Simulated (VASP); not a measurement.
Write the native input for VASP 6.6.1 that does the following.

```
Task                   : single point
Functional             : PBE
Potentials or basis    : VASP PAW PBE potentials, release 64 (Al, Pt)
Cutoff                 : 500 eV
k mesh                 : 6 × 6 × 5
Occupations            : gaussian, width 0.2 eV
Spin                   : no spin polarisation
Dipole correction      : no
Further INCAR settings : ALGO = Normal; EDIFF = 1e-06; NBANDS = 15
```

The structure of Al2Pt lies in POSCAR:

```
Al2Pt
1.0
    4.4481941811      0.0000000000      0.0000000000
   -2.2240970905      3.8522491618      0.0000000000
    0.0000000000      0.0000000000      3.2790876577
Al Pt
2 1
Direct
    0.3333333333      0.6666666667      0.0000000000
    0.6666666667      0.3333333333      0.0000000000
    0.0000000000      0.0000000000      0.0000000000
```

These files were run (other wordings do the same):

INCAR

```
SYSTEM = Al2Pt
PREC = Accurate
ENCUT = 500
EDIFF = 1E-6
ISMEAR = 0
SIGMA = 0.2
LREAL = .FALSE.
LASPH = .TRUE.
NELM = 120
ALGO = Normal
ISIF = 2
LWAVE = .FALSE.
LCHARG = .TRUE.
GGA = PE
LELF = .TRUE.
LVHAR = .TRUE.
NBANDS = 15
GGA_COMPAT = .FALSE.
```

KPOINTS

```
regular mesh
0
G
  6 6 5
  0 0 0
```

Potentials or basis: VASP PAW PBE potentials, release 64 (Al, Pt).

Launch:

```console
$ cat potpaw_PBE.64/Al/POTCAR potpaw_PBE.64/Pt/POTCAR > POTCAR
$ mpirun -np 1 vasp_std > vasp.out
```

It gave:

The pressure is -0.2 GPa and the band gap on the k mesh is zero (band 8 reaches 9.61 eV, above the bottom of band 9 at 6.92 eV).

Caveat: the k points lie up to 0.38 Å⁻¹ apart; spin-orbit coupling is left out, which moves the levels of the heavy elements.

Wall time 14 s on 1 thread of Intel Xeon 6455B, on a shared host, peak memory 0.16 GiB.
